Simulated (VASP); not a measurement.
# Y3N2 (P6/mmm) in VASP: further runs, part 2 of 2

VASP 6.6.1. Earlier steps stand in the parts before.

### Step 4. Relaxation of cell and atoms, PBE

This run uses another cell than the first one, of 25.62 Å³/atom, 1.432 times its volume.

INCAR reads:

```
SYSTEM = Y3N2
PREC = Accurate
ENCUT = 600
EDIFF = 1E-6
ISMEAR = 0
SIGMA = 0.1
LREAL = .FALSE.
LASPH = .TRUE.
NELM = 100
ALGO = Normal
ISIF = 3
LWAVE = .FALSE.
LCHARG = .FALSE.
GGA = PE
IBRION = 2
NSW = 100
EDIFFG = -0.01
```

KPOINTS reads:

```
Automatic mesh
0
G
  12 12 4
  0 0 0
```

POSCAR reads:

```
Y3N2
1.0
    3.4285502932      0.0000000000      0.0000000000
   -1.7142751466      2.9692116520      0.0000000000
    0.0000000000      0.0000000000     12.5847333441
Y N
3 2
Direct
    0.0000000000      0.0000000000      0.2268347405
    0.0000000000      0.0000000000      0.7731652595
    0.0000000000      0.0000000000      0.5000000000
    0.0000000000      0.0000000000      0.0458417570
    0.0000000000      0.0000000000      0.9541582430
```

Potentials or basis: VASP PAW PBE potentials, release 64 (Y_sv, N).

Launch:

```
cat potpaw_PBE.64/Y_sv/POTCAR potpaw_PBE.64/N/POTCAR > POTCAR
mpirun -np 1 vasp_std > vasp.out
```

OUTCAR:

```text
SYSTEM = Y3N2
   PREC = Accurate
   ENCUT = 600
   EDIFF = 1E-6
   ISMEAR = 0
   LREAL = .FALSE.
   LASPH = .TRUE.
   NELM = 100
   ISIF = 3
   GGA = PE
   IBRION = 2
   NSW = 100
   EDIFFG = -0.01

 ion  position               nearest neighbor table
   1  0.000  0.000  0.227-   4 2.28   3 3.44
   2  0.000  0.000  0.773-   5 2.28   3 3.44
   3  0.000  0.000  0.500-   1 3.44   2 3.44
   4  0.000  0.000  0.046-   5 1.15   1 2.28
   5  0.000  0.000  0.954-   4 1.15   2 2.28

  LATTYP: Found a hexagonal cell.
 ALAT       =     3.4285502932
 C/A-ratio  =     3.6705698525

  Lattice vectors:

 A1 = (   3.4285502932,   0.0000000000,   0.0000000000)
 A2 = (  -1.7142751466,   2.9692116520,   0.0000000000)
 A3 = (   0.0000000000,   0.0000000000,  12.5847333441)

Analysis of symmetry for initial positions (statically):
=====================================================================
 Subroutine PRICEL returns:
 Original cell was already a primitive cell.

 Routine SETGRP: Setting up the symmetry group for a
 hexagonal supercell.

[... 182 lines left out ...]
  Total       -0.3440037     -0.3440037      1.2463960      0.0000000      0.0000000     -0.0000000
  in kB       -4.3020758     -4.3020758     15.5873010      0.0000000      0.0000000     -0.0000000
  external PRESSURE =       2.3277164 kB  Pullay stress =       0.0000000 kB
[... 98 lines left out ...]
  FREE ENERGIE OF THE ION-ELECTRON SYSTEM (eV)
  ---------------------------------------------------
  free  energy   TOTEN  =       -35.4229563345 eV

  energy  without entropy=      -35.3834275412  energy(sigma->0) =      -35.40319194

[... ionic steps 4 to 16 ...]

--------------------------------------- Ionic step       17  -------------------------------------------

 number of electron      43.0000004 magnetization

------------------------ aborting loop because EDIFF is reached ----------------------------------------
[... 73 lines left out ...]
--------------------------------------- Ionic step       19  -------------------------------------------

 number of electron      43.0000004 magnetization

 Free energy of the ion-electron system (eV)
  ---------------------------------------------------
  ext. energy  EPLUGINS =         0.00000000
  ---------------------------------------------------
  free energy    TOTEN  =       -35.42935846 eV

  energy without entropy =      -35.39350743  energy(sigma->0) =      -35.41143294

 E-fermi :   2.5378     XC(G=0):  -9.1112

 val. band max:        2.5340754125   @ k =   0.0833   0.0833   0.2500
 cond. band min:       2.5496071041   @ k =   0.3333   0.2500   0.0000
 fundamental gap:      0.0155316916
 Fermi energy:         2.5378391596

 k-point     1 :       0.0000    0.0000    0.0000
  band No.  band energies     occupation
      1     -40.3766      2.00000
      2     -40.0935      2.00000
      3     -40.0932      2.00000
      4     -20.6814      2.00000
      5     -20.4966      2.00000
      6     -20.1685      2.00000
[... 661 lines left out ...]
     24       3.7743      0.00000
     25       3.8415      0.00000

 [... further k-points ...]
[... 5 lines left out ...]
  --------------------------------------------------------------------------------------
  -------------------------------------------------------------------------------------
  Total        0.0088309      0.0088309      0.0060983     -0.0000000      0.0000000      0.0000000
  in kB        0.1106370      0.1106370      0.0764017     -0.0000000      0.0000000      0.0000000
  external PRESSURE =       0.0992252 kB  Pullay stress =       0.0000000 kB
[... 20 lines left out ...]
  FREE ENERGIE OF THE ION-ELECTRON SYSTEM (eV)
  ---------------------------------------------------
  free  energy   TOTEN  =       -35.4293584599 eV

  energy  without entropy=      -35.3935074279  energy(sigma->0) =      -35.41143294

 reached required accuracy - stopping structural energy minimisation
```

CONTCAR:

```text
Y3N2
   1.00000000000000
     3.4116593523346994   -0.0000000000000000    0.0000000000000000
    -1.7058296761673497    2.9545836681177819   -0.0000000000000000
     0.0000000000000000   -0.0000000000000000   12.6867782311304875
  Y               N
     3     2
Direct
     0.0000000000000000    0.0000000000000000    0.2243007382790132
     0.0000000000000000    0.0000000000000000    0.7756992617209869
     0.0000000000000000    0.0000000000000000    0.5000000000000000
     0.0000000000000000    0.0000000000000000    0.0458025225436169
     0.0000000000000000    0.0000000000000000    0.9541974774563832

  0.00000000E+00  0.00000000E+00  0.00000000E+00
  0.00000000E+00  0.00000000E+00  0.00000000E+00
  0.00000000E+00  0.00000000E+00  0.00000000E+00
  0.00000000E+00  0.00000000E+00  0.00000000E+00
  0.00000000E+00  0.00000000E+00  0.00000000E+00
```

Run time: 20 min. Hardware: 1 thread of Intel Xeon 6975P-C (Granite Rapids), shared host; peak memory 0.45 GiB.

Results:

```
Free energy                            : -35.4294 eV
Relaxed volume                         : 25.58 Å³/atom
Relaxed cell                           : a = 3.412 Å, b = 3.412 Å, c = 12.687 Å, α = 90.00°, β = 90.00°, γ = 120.00°
Space group after relaxing (to 0.05 Å) : P6/mmm (No. 191)
Energy gained by relaxing              : 2.1 meV/atom
Ionic steps                            : 19
Pressure after relaxing                : 0.0 GPa
Largest force after relaxing           : 0.010 eV/Å
```

Forces in eV/Å, atoms in the order of the input:
```
Y    0.000  0.000 -0.001
Y    0.000  0.000  0.001
Y    0.000  0.000  0.000
N    0.000  0.000 -0.010
N    0.000  0.000  0.010
```

Step by step:
```
step  energy change (eV)  largest force (eV/Å)  pressure (GPa)  volume (Å³)
   1              0.0000                0.8395            0.23       128.11
   2              0.3044                6.1496           -3.76       128.80
   3             -0.0039                0.1492           -0.29       128.18
   4             -0.0039                0.1406           -0.24       128.17
   5             -0.0039                0.1405           -0.23       128.17
   6             -0.0066                0.1083           -0.06       127.64
   7             -0.0083                0.0607            0.19       126.87
   8             -0.0084                0.0517            0.25       126.72
   9             -0.0093                0.1861            0.01       127.24
  10             -0.0093                0.2381           -0.06       127.40
  11             -0.0096                0.1706           -0.05       127.48
  12             -0.0099                0.0435            0.00       127.74
  13             -0.0099                0.0413           -0.01       127.75
  14             -0.0100                0.0334            0.00       127.77
  15             -0.0102                0.0274            0.01       127.82
  16             -0.0102                0.0159            0.04       127.91
  17             -0.0103                0.0194            0.04       127.87
  18             -0.0103                0.0414            0.00       127.90
  19             -0.0103                0.0096            0.01       127.88
```

Final structure:
```yaml
crystal:
  lattice:
    - [3.41166, 0.00000, 0.00000]
    - [-1.70583, 2.95458, 0.00000]
    - [0.00000, 0.00000, 12.68678]
  atoms:
    - { symbol: Y, position: [0.00000, 0.00000, 0.22430] }
    - { symbol: Y, position: [0.00000, 0.00000, 0.77570] }
    - { symbol: Y, position: [0.00000, 0.00000, 0.50000] }
    - { symbol: N, position: [0.00000, 0.00000, 0.04580] }
    - { symbol: N, position: [0.00000, 0.00000, 0.95420] }
```

Caveat: the standard files for N, O and F lose accuracy on very short bonds.

### Step 5. Single point, PBE

This run uses another cell than the first one, of 25.62 Å³/atom, 1.432 times its volume.

INCAR reads:

```
SYSTEM = Y3N2
ALGO = Normal
EDIFF = 1E-6
ENCUT = 910
GGA = PE
GGA_COMPAT = .False.
ISIF = 2
ISMEAR = 0
LASPH = .True.
LCHARG = .True.
LELF = .True.
LREAL = .False.
LVHAR = .True.
LWAVE = .False.
NBANDS = 30
NELM = 120
PREC = Accurate
SIGMA = 0.1
```

KPOINTS reads:

```
k-points
0
Gamma
  6 6 2
  0 0 0
```

POSCAR is that of step 4.

Potentials or basis: VASP PAW PBE potentials, release 64 (Y_sv, N_h).

Launch:

```
cat potpaw_PBE.64/Y_sv/POTCAR potpaw_PBE.64/N_h/POTCAR > POTCAR
mpirun -np 1 vasp_std > vasp.out
```

It took 2 min on 1 thread of Intel Xeon 6975P-C (Granite Rapids), shared host; peak memory 0.45 GiB.

It converged, with:

| Item | Value |
| --- | --- |
| Free energy | -35.4544 eV |
| Pressure | -0.1 GPa |
| Largest force | 0.039 eV/Å |

Forces in eV/Å, atoms in the order of the input:
```
Y    0.000  0.000 -0.005
Y    0.000  0.000  0.005
Y    0.000  0.000  0.000
N    0.000  0.000  0.039
N    0.000  0.000 -0.039
```

Stress tensor (GPa, compression positive):
```
-0.21  0.00  0.00
 0.00 -0.21  0.00
 0.00  0.00 -0.02
```

Levels at points of the mesh, in eV from the Fermi level:
```tsv
k point	band 19	band 20	band 21	band 22	band 23	band 24	band 25	band 26
(0.00, 0.00, 0.00)	-2.99	-2.27	-0.20	-0.06	1.61	1.61	1.95	1.95
(0.50, 0.00, 0.00)	-1.41	-0.92	-0.65	-0.44	-0.08	0.98	1.13	2.11
(0.00, 0.00, 0.50)	-2.93	-2.27	-0.20	-0.09	1.62	1.62	1.95	1.95
(0.50, 0.00, 0.50)	-1.17	-1.03	-0.93	-0.64	0.46	0.90	1.15	1.75
```

Caveat: the cutoff is under 1.25 times the usual one of these potentials, so pressure, stress and relaxed cells hold a basis-set (Pulay) error.

### Step 6. Summary

```tsv
task	potentials or basis	cell	k mesh	cutoff (eV)	second run	gap on the mesh (eV)	pressure (GPa)	relaxed volume (Å³/atom)	largest force (eV/Å)
relaxation of cell and atoms	VASP PAW PBE potentials, release 64 (Y_sv, N)	relaxed from a = 3.465, b = 3.465, c = 8.605 Å, angles 90.0, 90.0, 120.0°, 5 atoms	6 × 6 × 2	600	-	none	-0.1	24.59	0.02
single point	VASP PAW PBE potentials, release 64 (Y_sv, N)	a = 3.417, b = 3.417, c = 12.705 Å, angles 90.0, 90.0, 120.0°, 5 atoms	12 × 12 × 4	520	-	none	0.2	-	0.80
relaxation of cell and atoms	VASP PAW PBE potentials, release 64 (Y_sv, N)	relaxed from a = 3.429, b = 3.429, c = 12.585 Å, angles 90.0, 90.0, 120.0°, 5 atoms	12 × 12 × 4	600	-	none	0.0	25.58	0.01
single point	VASP PAW PBE potentials, release 64 (Y_sv, N_h)	a = 3.429, b = 3.429, c = 12.585 Å, angles 90.0, 90.0, 120.0°, 5 atoms	6 × 6 × 2	910	hard_potentials	none	-0.1	-	0.04
```

Alike in all rows: level PBE; no spin polarisation; smearing gaussian 0.1 eV.

Caveats: some runs use coarse meshes; the standard files for N, O and F lose accuracy on very short bonds (some runs); the volume moved by over 15 % at a fixed basis, so the end points are rough (some runs); the cutoff is under 1.25 times the usual one of these potentials, so pressure, stress and relaxed cells hold a basis-set (Pulay) error (some runs).

Total energies depend on the potentials used, so only differences within one code and one set of settings carry meaning.
